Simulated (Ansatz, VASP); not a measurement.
Sb in VASP and in Ansatz

File INCAR:

```
SYSTEM = Sb
PREC = Accurate ; ENCUT = 520
EDIFF = 1E-6 ; ISMEAR = 1
SIGMA = 0.1 ; LREAL = .FALSE.
LASPH = .TRUE. ; NELM = 150
ALGO = Normal ; ISIF = 2
LWAVE = .FALSE. ; LCHARG = .FALSE.
MAGMOM = 0 0 0 0 0 0 ; LORBIT = 11
LSORBIT = .TRUE. ; GGA_COMPAT = .FALSE.
LORBMOM = .TRUE. ; GGA = RE
IVDW = 12 ; NBANDS = 22
```

File KPOINTS:

```
regular mesh
0
G
  8 8 8
  0 0 0
```

Contents of POSCAR:

```
Sb
1.0
    2.1542000000      1.2437279499      3.7580000000
   -2.1542000000      1.2437279499      3.7580000000
    0.0000000000     -2.4874558998      3.7580000000
Sb
2
Direct
    0.7665100000      0.7665100000      0.7665100000
    0.2334900000      0.2334900000      0.2334900000
```

File input.yaml:

```yaml
crystal:
  lattice:
    - [2.1542, 1.2437279499, 3.758]
    - [-2.1542, 1.2437279499, 3.758]
    - [0.0, -2.4874558998, 3.758]
  atoms:
    - { symbol: Sb, position: [0.76651, 0.76651, 0.76651] }
    - { symbol: Sb, position: [0.23349, 0.23349, 0.23349] }
hamiltonian:
  xc: revpbe
  pseudopotentials: { kind: nc_fr, accuracy: stringent }
  dispersion: d3bj
magnetization:
  noncollinear: true
  spin_orbit: true
kpoints:
  mp_grid: { grid: [8, 8, 8] }
  band_path:
    path:
      - [[0.0, 0.0, 0.0], [0.5, 0.0, 0.0], [0.5, 0.2396873643, -0.2396873643]]
      - [[0.7603126357, 0.5, 0.2396873643], [0.5, 0.5, 0.5], [0.0, 0.0, 0.0], [0.3698436821, 0.0, -0.3698436821]]
      - [[0.6301563179, 0.3698436821, 0.0], [0.5, 0.5, 0.0], [0.6301563179, 0.6301563179, 0.2396873643], [0.5, 0.5, 0.5]]
      - [[0.5, 0.0, 0.0], [0.7603126357, 0.3698436821, 0.3698436821]]
    npoints: 14
scf:
  occupations: { method: methfessel_paxton, width: 0.1 }
  n_extra_bands: 6
  lower_state_search: light
output:
  forces: true
  stress: true
  eigenvalues: true
  fatbands: false
```

Alike in both runs: functional revPBE; dispersion D3(BJ); k mesh 8 × 8 × 8; occupations methfessel-paxton of order 1, width 0.1 eV; non-collinear spin, spin-orbit coupling.

|  | VASP | Ansatz |
| --- | --- | --- |
| version | VASP 6.6.1 | Ansatz 0.2.0 |
| potentials or method | VASP PAW PBE potentials, release 64 (Sb) | PseudoDojo stringent (PBE files) |
| plane-wave cutoff (eV) | 520 | 1361 |
| valence electrons in the cell | 10 | 46 |
| task | single point | band structure |

|  | VASP | Ansatz | Ansatz less VASP |
| --- | --- | --- | --- |
| pressure (GPa) | -1.1 | -1.0 | +0.10 |
| traceless stress, the component that is largest in VASP (GPa) | -0.54 | -0.52 | +0.018 |

VASP's potentials were made for PBE, not for revPBE. VASP's potentials hold 10 valence electrons a cell and Ansatz's 46, so a difference there can come from the potentials and not from the codes.

Noted on Ansatz's run: the potentials were made for another functional, which shifts forces and pressure.
